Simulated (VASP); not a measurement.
# TePb (Imm2) in VASP: further runs

Runs on TePb. Level: PBEsol. Tasks: single point.

Everything below comes from runs of VASP 6.6.1. Logs are shortened: lines on timing, memory, paths and dates and some standing lists are left out, and cuts for length are marked.

### 1 The cell of the first run

Symmetry: Imm2, No. 44, orthorhombic system. Conventional cell: a = 4.564 Å, b = 6.454 Å, c = 4.564 Å, α = 90.00°, β = 90.00°, γ = 90.00°. Te (site symmetry mm2) has 6 Pb at 3.17 to 3.28 Å within 4.2 Å. Pb (site symmetry mm2) has 6 Te at 3.17 to 3.28 Å within 4.2 Å.

### 2 Single point, PBEsol

The input, INCAR:

```
SYSTEM = TePb
PREC = Accurate
ENCUT = 520
EDIFF = 1E-7
ISMEAR = 0
SIGMA = 0.05
LREAL = .False.
LASPH = .True.
NELM = 80
ALGO = Normal
ISIF = 2
LWAVE = .False.
LCHARG = .False.
GGA = PS
NBANDS = 17
```

The input, KPOINTS:

```
Automatic mesh
0
Gamma
  8 8 8
  0 0 0
```

The input, POSCAR:

```
TePb
1.0
    0.0000000000      3.2270000000      3.2270000000
    3.2270000000      0.0000000000      3.2270000000
    3.2270000000      3.2270000000      0.0000000000
Te Pb
1 1
Direct
    0.4835658480      0.5000000000      0.5000000000
    0.0000000000      0.0000000000      0.0000000000
```

Potentials or basis: VASP PAW PBE potentials, release 64 (Te, Pb_d).

On the command line:

```bash
$ cat potpaw_PBE.64/Te/POTCAR potpaw_PBE.64/Pb_d/POTCAR > POTCAR
$ mpirun -np 1 vasp_std > vasp.out
```

OUTCAR:

```text
SYSTEM = TePb
   PREC = Accurate
   ENCUT = 520
   EDIFF = 1E-7
   ISMEAR = 0
   LREAL = .False.
   LASPH = .True.
   NELM = 80
   ISIF = 2
   GGA = PS

 ion  position               nearest neighbor table
   1  0.484  0.500  0.500-   2 3.17   2 3.17   2 3.23   2 3.23   2 3.28   2 3.28
   2  0.000  0.000  0.000-   1 3.17   1 3.17   1 3.23   1 3.23   1 3.28   1 3.28

  LATTYP: Found a face centered cubic cell.
 ALAT       =     6.4540000000

  Lattice vectors:

 A1 = (   0.0000000000,   3.2270000000,   3.2270000000)
 A2 = (   3.2270000000,   0.0000000000,   3.2270000000)
 A3 = (   3.2270000000,   3.2270000000,   0.0000000000)

Analysis of symmetry for initial positions (statically):
=====================================================================
 Subroutine PRICEL returns:
 Original cell was already a primitive cell.

 Routine SETGRP: Setting up the symmetry group for a
 face centered cubic supercell.

 Subroutine GETGRP returns: Found  4 space group operations
 (whereof  4 operations were pure point group operations)
 out of a pool of 48 trial point group operations.

The static configuration has the point symmetry C_2v.

Analysis of symmetry for dynamics (positions and initial velocities):
=====================================================================
 Subroutine PRICEL returns:
 Original cell was already a primitive cell.

 Routine SETGRP: Setting up the symmetry group for a
 face centered cubic supercell.

 Subroutine GETGRP returns: Found  4 space group operations
 (whereof  4 operations were pure point group operations)
 out of a pool of 48 trial point group operations.

The dynamic configuration has the point symmetry C_2v.

 Subroutine INISYM returns: Found  4 space group operations
 (whereof  4 operations are pure point group operations),
 and found     1 'primitive' translations

----------------------------------------------------------------------------------------

                                     Primitive cell

  volume of cell :      67.2089

  direct lattice vectors                    reciprocal lattice vectors
     0.000000000  3.227000000  3.227000000    -0.154942671  0.154942671  0.154942671
     3.227000000  0.000000000  3.227000000     0.154942671 -0.154942671  0.154942671
     3.227000000  3.227000000  0.000000000     0.154942671  0.154942671 -0.154942671

  length of vectors
     4.563667166  4.563667166  4.563667166     0.268368579  0.268368579  0.268368579

  position of ions in fractional coordinates (direct lattice)
     0.483565848  0.500000000  0.500000000
     0.000000000  0.000000000  0.000000000

  ion indices of the primitive-cell ions
   primitive index   ion index
                 1           1
                 2           2

----------------------------------------------------------------------------------------

 KPOINTS: Automatic mesh

Automatic generation of k-mesh.
 Grid dimensions read from file:
 generate k-points for:    8    8    8

 Generating k-lattice:

  Cartesian coordinates                     Fractional coordinates (reciprocal lattice)
    -0.019367834  0.019367834  0.019367834     0.125000000  0.000000000  0.000000000
     0.019367834 -0.019367834  0.019367834     0.000000000  0.125000000  0.000000000
     0.019367834  0.019367834 -0.019367834     0.000000000  0.000000000  0.125000000

  Length of vectors
     0.033546072  0.033546072  0.033546072

  Shift w.r.t. Gamma in fractional coordinates (k-lattice)
     0.000000000  0.000000000  0.000000000

 Subroutine IBZKPT returns following result:
 ===========================================

 Found     95 irreducible k-points:

 Following reciprocal coordinates:
            Coordinates               Weight
  0.000000  0.000000  0.000000      1.000000
  0.125000  0.000000  0.000000      4.000000
  0.000000  0.125000  0.000000      4.000000
  0.250000  0.000000  0.000000      4.000000
  0.000000  0.250000  0.000000      4.000000
  0.375000  0.000000  0.000000      4.000000
[... 16 lines left out ...]
  0.375000 -0.125000 -0.125000      4.000000
 -0.375000  0.125000  0.000000      8.000000
 [... further k-points ...]
   k-points           NKPTS =     95   k-points in BZ     NKDIM =     95   number of bands    NBANDS=     17
   number of dos      NEDOS =    301   number of ions     NIONS =      2
   total plane-waves  NPLWV =  46656
   dimension x,y,z NGX =    36 NGY =   36 NGZ =   36
   dimension x,y,z NGXF=    72 NGYF=   72 NGZF=   72
   ions per type =               1   1
   NGX,Y,Z   is equivalent  to a cutoff of  13.11, 13.11, 13.11 a.u.
   NGXF,Y,Z  is equivalent  to a cutoff of  26.23, 26.23, 26.23 a.u.
 SYSTEM =  TePb
   PREC   = accura    normal or accurate (medium, high low for compatibility)
   ISTART =      0    job   : 0-new  1-cont  2-samecut
   ICHARG =      2    charge: 1-file 2-atom 10-const
   ISPIN  =      1    spin polarized calculation?
   LNONCOLLINEAR =      F non collinear calculations
   LSORBIT =      F    spin-orbit coupling
   LASPH  =      T    aspherical Exc in radial PAW
   ENCUT  =  520.0 eV  38.22 Ry    6.18 a.u.   8.49  8.49  8.49*2*pi/ulx,y,z
   NELM   =     80;   NELMIN=  2; NELMDL= -5     # of ELM steps
   EDIFF  = 0.1E-06   stopping-criterion for ELM
   LREAL  =      F    real-space projection
   EDIFFG = 0.1E-05   stopping-criterion for IOM
   NSW    =      0    number of steps for IOM
   IBRION =     -1    ionic relax: 0-MD 1-quasi-New 2-CG
   NFREE  =      0    steps in history (QN), initial steepest desc. (CG)
   ISIF   =      2    stress and relaxation
   ISYM   =      2    0-nonsym 1-usesym 2-fastsym
   POTIM  = 0.5000    time-step for ionic-motion
   TEBEG  =    0.0;   TEEND  =   0.0 temperature during run
   PSTRESS=    0.0 pullay stress
   NELECT =      20.0000    total number of electrons
   NUPDOWN=      -1.0000    fix difference up-down
   EMIN   =  10.00;   EMAX   =-10.00  energy-range for DOS
   EFERMI =   0.00;   METHOD = LEGACY
   ISMEAR =     0;   SIGMA  =   0.05  broadening in eV -4-tet -1-fermi 0-gaus
   EFERMI_NEDOS =   21; number of points for ismear=-14 and -15
   IALGO  =     38    algorithm
   IMIX   =      4    mixing-type and parameters
     AMIX     =   0.40;   BMIX     =  1.00
     AMIX_MAG =   1.60;   BMIX_MAG =  1.00
  volume/ion in A,a.u.               =      33.60       226.77
  Fermi-wavevector in a.u.,A,eV,Ry     =   1.092972  2.065418 16.253366  1.194589
  Thomas-Fermi vector in A             =   2.229249
   LORBIT       =      0    0 simple, 1 ext, 2 COOP (PROOUT), +10 PAW based schemes
   GGA     = PS    functional components
   LHFCALC =     F    Hartree Fock is set to
   AEXX    =    0.0000 exact exchange contribution
   IVDW    =     0    specifies the selected vdW correction
   LEPSILON=     F    determine dielectric tensor
   LRPA    =     F    only Hartree local field effects (RPA)
 non-spin polarized calculation
 Gauss-broadening in eV      SIGMA  =   0.05
  energy-cutoff  :      520.00
  volume of cell :       67.21
 maximum number of plane-waves:      1837
 NGX is ok and might be reduce to    36
   NGX = 17   NGY = 17   NGZ = 17

 number of electron      20.0000002 magnetization

 Free energy of the ion-electron system (eV)
  ---------------------------------------------------
  ext. energy  EPLUGINS =         0.00000000
  ---------------------------------------------------
  free energy    TOTEN  =        -8.25748703 eV

  energy without entropy =       -8.25748703  energy(sigma->0) =       -8.25748703

 E-fermi :   5.7313     XC(G=0):  -9.4859

 val. band max:        5.5070781272   @ k =   0.0000   0.5000   0.0000
 cond. band min:       6.1771727832   @ k =   0.0000   0.5000   0.0000
 fundamental gap:      0.6700946560
 Fermi energy:         5.7312800623

 k-point     1 :       0.0000    0.0000    0.0000
  band No.  band energies     occupation
      1     -11.1231      2.00000
      2     -11.1230      2.00000
      3     -11.1118      2.00000
      4     -11.1114      2.00000
      5     -11.1112      2.00000
      6      -6.5621      2.00000
[... 9 lines left out ...]
     16      11.2875      0.00000
     17      12.7283      0.00000

 k-point     2 :       0.1250    0.0000    0.0000
  band No.  band energies     occupation
      1     -11.1250      2.00000
      2     -11.1249      2.00000
      3     -11.1112      2.00000
      4     -11.1092      2.00000
      5     -11.1091      2.00000
      6      -6.4274      2.00000
[... 9 lines left out ...]
     16      11.5679      0.00000
     17      13.8089      0.00000

 k-point     3 :       0.0000    0.1250    0.0000
  band No.  band energies     occupation
      1     -11.1250      2.00000
      2     -11.1249      2.00000
      3     -11.1109      2.00000
      4     -11.1096      2.00000
      5     -11.1090      2.00000
      6      -6.4269      2.00000
[... 9 lines left out ...]
     16      11.5660      0.00000
     17      13.8137      0.00000

 k-point     4 :       0.2500    0.0000    0.0000
  band No.  band energies     occupation
      1     -11.1304      2.00000
      2     -11.1302      2.00000
      3     -11.1103      2.00000
      4     -11.1029      2.00000
      5     -11.1028      2.00000
      6      -6.0398      2.00000
[... 9 lines left out ...]
     16      12.3614      0.00000
     17      15.7115      0.00000
[... 343 lines left out ...]
      1     -11.1453      2.00000
      2     -11.1342      2.00000
      3     -11.1078      2.00000
      4     -11.0963      2.00000
      5     -11.0924      2.00000
      6      -5.0856      2.00000
[... 9 lines left out ...]
     16      14.8279      0.00000
     17      15.1503      0.00000

 k-point    23 :       0.3750   -0.1250   -0.1250
  band No.  band energies     occupation
      1     -11.1451      2.00000
      2     -11.1341      2.00000
      3     -11.1079      2.00000
      4     -11.0962      2.00000
      5     -11.0925      2.00000
      6      -5.0951      2.00000
[... 9 lines left out ...]
     16      14.8312      0.00000
     17      15.1608      0.00000

 k-point    24 :      -0.3750    0.1250    0.0000
  band No.  band energies     occupation
      1     -11.1410      2.00000
      2     -11.1363      2.00000
      3     -11.1075      2.00000
      4     -11.0957      2.00000
      5     -11.0953      2.00000
      6      -5.2178      2.00000
[... 9 lines left out ...]
     16      14.3871      0.00000
     17      15.6527      0.00000

 [... further k-points ...]
[... 5 lines left out ...]
  --------------------------------------------------------------------------------------
  -------------------------------------------------------------------------------------
  Total       -0.1054286     -0.0609736     -0.0609736      0.0000000      0.0099633      0.0000000
  in kB       -2.5132882     -1.4535356     -1.4535356      0.0000000      0.2375116      0.0000000
  external PRESSURE =      -1.8067864 kB  Pullay stress =       0.0000000 kB

 VOLUME and BASIS-vectors are now :
 -----------------------------------------------------------------------------
  energy-cutoff  :      520.00
  volume of cell :       67.21
      direct lattice vectors                 reciprocal lattice vectors
     0.000000000  3.227000000  3.227000000    -0.154942671  0.154942671  0.154942671
     3.227000000  0.000000000  3.227000000     0.154942671 -0.154942671  0.154942671
     3.227000000  3.227000000  0.000000000     0.154942671  0.154942671 -0.154942671

 POSITION                                       TOTAL-FORCE (eV/Angst)
 -----------------------------------------------------------------------------------
      3.22700      3.17397      3.17397        -0.000000      0.027828      0.027828
      0.00000      0.00000      0.00000         0.000000     -0.027828     -0.027828
 -----------------------------------------------------------------------------------
    total drift:                               -0.000000      0.000000      0.000000

  FREE ENERGIE OF THE ION-ELECTRON SYSTEM (eV)
  ---------------------------------------------------
  free  energy   TOTEN  =        -8.2574870329 eV

  energy  without entropy=       -8.2574870329  energy(sigma->0) =       -8.25748703
```

Run time: 1.9 min. Hardware: 1 thread of Intel Xeon Platinum 8259CL at 2.50GHz (Skylake/Cascade Lake), shared host; peak memory 0.27 GiB.

What came out:

```
Free energy            : -8.2575 eV
Pressure               : -0.2 GPa
Largest force          : 0.039 eV/Å
Band gap on the k mesh : 0.67 eV
```

Forces on the atoms (eV/Å):
```
Te   0.000  0.028  0.028
Pb   0.000 -0.028 -0.028
```

Stress tensor (GPa, compression positive):
```
-0.25  0.00  0.00
 0.00 -0.15  0.02
 0.00  0.02 -0.15
```

Caveat: the cell differs from its parent crystal (all Te atoms moved +0.075 Å, as atom 1 towards its neighbour atom 1 (Te) at 4.564 Å); the PAW data sets were made with another functional, which shifts forces and pressure a little; spin-orbit coupling is left out, which moves the levels of the heavy elements. A k mesh can miss the band edges.

(Part 1 of 2 ends here.)
